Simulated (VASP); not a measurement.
# Pt (P-1) in VASP: single point with PBEsol

Aim: the single point of Pt with PBEsol.

Program: VASP 6.6.1. These are calculated values, not measurements. Logs are shortened: lines on timing, memory, paths and dates and some standing lists are left out, and cuts for length are marked.

## Step 1: The cell of the first run

The typed cell holds 4 atoms: a = 4.513 Å, b = 4.492 Å, c = 4.410 Å, α = 62.10°, β = 57.94°, γ = 59.37°.

## Step 2: Single point, PBEsol

INCAR reads:

```
SYSTEM = Pt
  PREC = Accurate
  ENCUT = 520
  EDIFF = 1E-6
  ISMEAR = 0
  SIGMA = 0.15
  LREAL = .False.
  LASPH = .True.
  NELM = 80
  ALGO = Fast
  ISIF = 2
  LWAVE = .False.
  LCHARG = .False.
  GGA = PS
  NBANDS = 28
```

KPOINTS reads:

```
Automatic mesh
0
Gamma
  10 10 10
  0 0 0
```

POSCAR reads:

```
Pt
1.0
    0.0426557984     -3.1722059931      3.2092794852
    3.0897173898     -3.2597965734     -0.0449347819
    3.0127810330     -0.0320015749      3.2199337087
Pt
4
Direct
    0.0000266653     -0.0000282458      0.0000157181
    0.2500081619      0.2499637234      0.2500007964
    0.4999800291      0.5000530061      0.4999901883
    0.7499851438      0.7500115162      0.7499932973
```

Potentials or basis: VASP PAW PBE potentials, release 64 (Pt).

On the command line:

```
> cat potpaw_PBE.64/Pt/POTCAR > POTCAR
> mpirun -np 1 vasp_std > vasp.out
```

OUTCAR:

```text
SYSTEM = Pt
   PREC = Accurate
   ENCUT = 520
   EDIFF = 1E-6
   ISMEAR = 0
   LREAL = .False.
   LASPH = .True.
   NELM = 80
   ISIF = 2
   GGA = PS

 ion  position               nearest neighbor table
   1  0.000  1.000  0.000-   4 2.69   2 2.69   4 2.71   2 2.71   2 2.74   4 2.74   2 2.79   4 2.79
                             3 3.03   3 3.03   3 3.20   3 3.20   3 3.24   3 3.24
   2  0.250  0.250  0.250-   1 2.69   3 2.69   1 2.71   3 2.71   1 2.74   3 2.74   3 2.79   1 2.79
                             4 3.03   4 3.03   4 3.20   4 3.20   4 3.24   4 3.24
   3  0.500  0.500  0.500-   4 2.69   2 2.69   4 2.71   2 2.71   4 2.74   2 2.74   2 2.79   4 2.79
                             1 3.03   1 3.03   1 3.20   1 3.20   1 3.24   1 3.24
   4  0.750  0.750  0.750-   1 2.69   3 2.69   1 2.71   3 2.71   3 2.74   1 2.74   1 2.79   3 2.79
                             2 3.03   2 3.03   2 3.20   2 3.20   2 3.24   2 3.24

  LATTYP: Found a triclinic cell.
 ALAT       =     4.4097445212
 B/A-ratio  =     1.4682205162
 C/A-ratio  =     0.9801797081
 COS(alpha) =     0.0050641695
 COS(beta)  =     0.4659996651
 COS(gamma) =     0.7264691352

  Lattice vectors:

 A1 = (  -3.0127810330,   0.0320015749,  -3.2199337087)
 A2 = (   0.0342805584,  -0.0555890054,  -6.4741479758)
 A3 = (  -2.9701252346,  -3.1402044182,  -0.0106542235)

Analysis of symmetry for initial positions (statically):
=====================================================================
 Subroutine PRICEL returns:
 Original cell was already a primitive cell.

 Routine SETGRP: Setting up the symmetry group for a
 triclinic supercell.

 Subroutine GETGRP returns: Found  1 space group operations
 (whereof  1 operations were pure point group operations)
 out of a pool of  2 trial point group operations.

The static configuration has the point symmetry C_1 .

Analysis of symmetry for dynamics (positions and initial velocities):
=====================================================================
 Subroutine PRICEL returns:
 Original cell was already a primitive cell.

 Routine SETGRP: Setting up the symmetry group for a
 triclinic supercell.

 Subroutine GETGRP returns: Found  1 space group operations
 (whereof  1 operations were pure point group operations)
 out of a pool of  2 trial point group operations.

The dynamic configuration has the point symmetry C_1 .

 Subroutine INISYM returns: Found  1 space group operations
 (whereof  1 operations are pure point group operations),
 and found     1 'primitive' translations

----------------------------------------------------------------------------------------
[... 101 lines left out ...]
   IBRION =     -1    ionic relax: 0-MD 1-quasi-New 2-CG
   NFREE  =      0    steps in history (QN), initial steepest desc. (CG)
   ISIF   =      2    stress and relaxation
   ISYM   =      2    0-nonsym 1-usesym 2-fastsym
   POTIM  = 0.5000    time-step for ionic-motion
   TEBEG  =    0.0;   TEEND  =   0.0 temperature during run
   PSTRESS=    0.0 pullay stress
   NELECT =      40.0000    total number of electrons
   NUPDOWN=      -1.0000    fix difference up-down
   EMIN   =  10.00;   EMAX   =-10.00  energy-range for DOS
   EFERMI =   0.00;   METHOD = LEGACY
   ISMEAR =     0;   SIGMA  =   0.15  broadening in eV -4-tet -1-fermi 0-gaus
   EFERMI_NEDOS =   21; number of points for ismear=-14 and -15
   IALGO  =     68    algorithm
   IMIX   =      4    mixing-type and parameters
     AMIX     =   0.40;   BMIX     =  1.00
     AMIX_MAG =   1.60;   BMIX_MAG =  1.00
  volume/ion in A,a.u.               =      15.69       105.85
  Fermi-wavevector in a.u.,A,eV,Ry     =   1.408992  2.662608 27.011069  1.985258
  Thomas-Fermi vector in A             =   2.531093
   LORBIT       =      0    0 simple, 1 ext, 2 COOP (PROOUT), +10 PAW based schemes
   GGA     = PS    functional components
   LHFCALC =     F    Hartree Fock is set to
   AEXX    =    0.0000 exact exchange contribution
   IVDW    =     0    specifies the selected vdW correction
   LEPSILON=     F    determine dielectric tensor
   LRPA    =     F    only Hartree local field effects (RPA)
 non-spin polarized calculation
 RMM-DIIS sequential band-by-band and
 Gauss-broadening in eV      SIGMA  =   0.15
  energy-cutoff  :      520.00
  volume of cell :       62.74
 maximum number of plane-waves:      1707
 NGX is ok and might be reduce to    36
   NGX = 17   NGY = 17   NGZ = 17

 number of electron      40.0000002 magnetization

 Free energy of the ion-electron system (eV)
  ---------------------------------------------------
  ext. energy  EPLUGINS =         0.00000000
  ---------------------------------------------------
  free energy    TOTEN  =       -27.37757347 eV

  energy without entropy =      -27.32793482  energy(sigma->0) =      -27.35275414

 E-fermi :  10.1711     XC(G=0): -13.3879

 val. band max:       10.1695579463   @ k =  -0.2000   0.2000   0.5000
 cond. band min:      10.1720722358   @ k =   0.3000   0.5000   0.5000
 fundamental gap:      0.0025142895
 Fermi energy:        10.1711072154

 k-point     1 :       0.0000    0.0000    0.0000
  band No.  band energies     occupation
      1       0.5080      2.00000
      2       3.9752      2.00000
      3       4.0019      2.00000
      4       5.7035      2.00000
      5       5.7035      2.00000
      6       5.7395      2.00000
[... 733 lines left out ...]
     27      19.8750      0.00000
     28      21.1753      0.00000

 [... further k-points ...]

------------------------ aborting loop because EDIFF is reached ----------------------------------------

  FORCE on cell =-STRESS in cart. coord.  units (eV):
  Direction    XX          YY          ZZ          XY          YZ          ZX
  --------------------------------------------------------------------------------------
  -------------------------------------------------------------------------------------
  Total       -4.5965485     -2.5811865     -2.2125758      2.0380356     -0.9193557      0.3883063
  in kB     -117.3770594    -65.9129515    -56.5001420     52.0430989    -23.4765873      9.9157560
  external PRESSURE =     -79.9300510 kB  Pullay stress =       0.0000000 kB

 VOLUME and BASIS-vectors are now :
 -----------------------------------------------------------------------------
  energy-cutoff  :      520.00
  volume of cell :       62.74
      direct lattice vectors                 reciprocal lattice vectors
     0.042655798 -3.172205993  3.209279485    -0.167316096 -0.160722391  0.154954553
     3.089717390 -3.259796573 -0.044934782     0.161161126 -0.151915607 -0.152302739
     3.012781033 -0.032001575  3.219933709     0.169011509  0.158070577  0.153998152

 POSITION                                       TOTAL-FORCE (eV/Angst)
 -----------------------------------------------------------------------------------
      3.08968     -3.25979     -0.04480        -0.000038      0.000481     -0.001164
      1.53618     -1.61591      1.59610         0.000708     -0.000718      0.000097
      3.07271     -3.23211      3.19204        -0.000794      0.000719      0.000368
      4.60888     -4.84799      4.78814         0.000124     -0.000482      0.000699
 -----------------------------------------------------------------------------------
    total drift:                               -0.000000      0.000000      0.000001

  FREE ENERGIE OF THE ION-ELECTRON SYSTEM (eV)
  ---------------------------------------------------
  free  energy   TOTEN  =       -27.3775734664 eV

  energy  without entropy=      -27.3279348157  energy(sigma->0) =      -27.35275414
```

OSZICAR:

```text
N       E                     dE             d eps       ncg     rms          rms(c)
DAV:   1     0.240086539391E+03    0.24009E+03   -0.20377E+04 28432   0.137E+03
DAV:   2    -0.213725870006E+02   -0.26146E+03   -0.25043E+03 31304   0.305E+02
DAV:   3    -0.290693582672E+02   -0.76968E+01   -0.75232E+01 31812   0.495E+01
DAV:   4    -0.291340580705E+02   -0.64700E-01   -0.64651E-01 30700   0.479E+00
DAV:   5    -0.291346802629E+02   -0.62219E-03   -0.62217E-03 31332   0.515E-01    0.232E+01
RMM:   6    -0.275344628124E+02    0.16002E+01   -0.29491E+00 28231   0.105E+01    0.118E+01
RMM:   7    -0.273938344601E+02    0.14063E+00   -0.72319E-01 28629   0.476E+00    0.442E+00
RMM:   8    -0.273828529518E+02    0.10982E-01   -0.12605E-01 28651   0.230E+00    0.193E+00
RMM:   9    -0.273773994727E+02    0.54535E-02   -0.16462E-02 29562   0.800E-01    0.848E-02
RMM:  10    -0.273775620963E+02   -0.16262E-03   -0.15753E-03 30140   0.189E-01    0.985E-02
RMM:  11    -0.273776410119E+02   -0.78916E-04   -0.32272E-04 30078   0.107E-01    0.172E-01
RMM:  12    -0.273775736560E+02    0.67356E-04   -0.42857E-04 29438   0.135E-01    0.561E-02
RMM:  13    -0.273775730822E+02    0.57382E-06   -0.16455E-05 30038   0.261E-02    0.368E-02
RMM:  14    -0.273775734664E+02   -0.38422E-06   -0.27906E-06 21686   0.914E-03
   1 F= -.27377573E+02 E0= -.27352754E+02  d E =-.496387E-01
```

stdout:

```text
POSCAR found type information on POSCAR Pt
 POSCAR found :  1 types and       4 ions
 scaLAPACK will be used
 -----------------------------------------------------------------------------
|                                                                             |
|                                                                             |
|     You enforced a specific xc type in the INCAR file but a different       |
|     I HOPE YOU KNOW WHAT YOU ARE DOING!                                     |
|                                                                             |
 -----------------------------------------------------------------------------

 LDA part: xc-table for (Slater+PW92), standard interpolation
 POSCAR, INCAR and KPOINTS ok, starting setup
 FFT: planning ... GRIDC
 FFT: planning ... GRID_SOFT
 FFT: planning ... GRID
 WAVECAR not read
 entering main loop
```

Run time: 5.7 min. Hardware: 1 thread of Intel Xeon 6975P-C (Granite Rapids), shared host; peak memory 0.71 GiB.

Results:

```yaml
Free_energy: -27.3776 eV
Pressure: -8.0 GPa
Band_gap_on_the_k_mesh: zero (bands 20 and 21 overlap by 0.99 eV)
```

Stress tensor (GPa, compression positive):
```
-11.74   5.20   0.99
  5.20  -6.59  -2.35
  0.99  -2.35  -5.65
```

Caveat: the cell stands under tension; the PAW data sets were made with another functional, which shifts forces and pressure a little; spin-orbit coupling is left out, which moves the levels of the heavy elements.
